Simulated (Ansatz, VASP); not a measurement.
## TaN in VASP and in Ansatz

File INCAR:

```
  PREC = Accurate
  ENCUT = 600
  EDIFF = 1E-6
  ISMEAR = -1
  SIGMA = 0.05
  LREAL = F
  LASPH = T
  NELM = 200
  ALGO = Normal
  ISIF = 2
  LWAVE = F
  LCHARG = F
  LMAXMIX = 4
  LDAU = T
  LDAUTYPE = 2
  LDAUL = 2 -1
  LDAUU = 5 0
  LDAUJ = 0 0
  LDAUPRINT = 1
  GGA = CA
  NBANDS = 16
  GGA_COMPAT = F
```

Contents of KPOINTS:

```
regular mesh
0
Gamma
  10 10 9
```

Contents of POSCAR:

```
TaN
1.0
    2.9380000000      0.0000000000      0.0000000000
   -1.4690000000      2.5443826363      0.0000000000
    0.0000000000      0.0000000000      2.8830000000
Ta N
1 1
Direct
    0.0000000000      0.0000000000      0.5000000000
    0.6666666667      0.3333333333      0.0000000000
```

The input input.yaml:

```yaml
crystal:
  lattice:
    - [2.938, 0.0, 0.0]
    - [-1.469, 2.5443826363, 0.0]
    - [0.0, 0.0, 2.883]
  atoms:
    - { symbol: Ta, position: [0.0, 0.0, 0.5] }
    - { symbol: "N", position: [0.6666666667, 0.3333333333, 0.0] }
hamiltonian:
  xc: lda
  pseudopotentials: { kind: paw }
  hubbard: { sites: [{ species: Ta, l: d, u_eff: 5.0 }] }
kpoints:
  mp_grid: { grid: [10, 10, 9] }
  band_path:
    path:
      - [[0.0, 0.0, 0.0], [0.5, 0.0, 0.0], [0.3333333333, 0.3333333333, 0.0], [0.0, 0.0, 0.0], [0.0, 0.0, 0.5], [0.5, 0.0, 0.5], [0.3333333333, 0.3333333333, 0.5], [0.0, 0.0, 0.5]]
      - [[0.5, 0.0, 0.5], [0.5, 0.0, 0.0]]
      - [[0.3333333333, 0.3333333333, 0.0], [0.3333333333, 0.3333333333, 0.5]]
    npoints: 14
scf:
  occupations: { method: fermi_dirac, width: 0.05 }
  n_extra_bands: 6
output:
  forces: true
  stress: true
  eigenvalues: true
  fatbands: false
  write_density: true
  write_potential: true
  elf: true
  volumetric_format: npy
```

Alike in both runs: functional LDA; k mesh 10 × 10 × 9; occupations fermi-dirac, width 0.05 eV; no spin polarisation; Hubbard terms Ta d U = 5.0 eV.

```csv
,VASP,Ansatz
version,VASP 6.6.1,Ansatz 0.2.0
potentials or method,"VASP PAW LDA potentials, release 64 (Ta_sv_GW, N)",Ansatz PAW
plane-wave cutoff (eV),600,420
valence electrons in the cell,18,18
task,single point,band structure
```

VASP gave:

| Quantity | Value |
| --- | --- |
| gap on the k mesh at the Fermi level (eV) | none |
| pressure (GPa) | 6.2 |
| traceless stress, the component that is largest in VASP (GPa) | 0.27 |

Q: Estimate Ansatz's values.

A: gap on the k mesh at the Fermi level (eV): none; pressure (GPa): -6.9; traceless stress, the component that is largest in VASP (GPa): -2.60.

LDA's correlation is that of Perdew and Zunger in VASP and of Perdew and Wang (1992) in Ansatz. The programs project onto different local orbitals, so the same U acts differently, and such runs can settle in different states. A gap of «none» marks a metal or a gap that the smearing closes.

Neither program's run includes spin-orbit coupling.
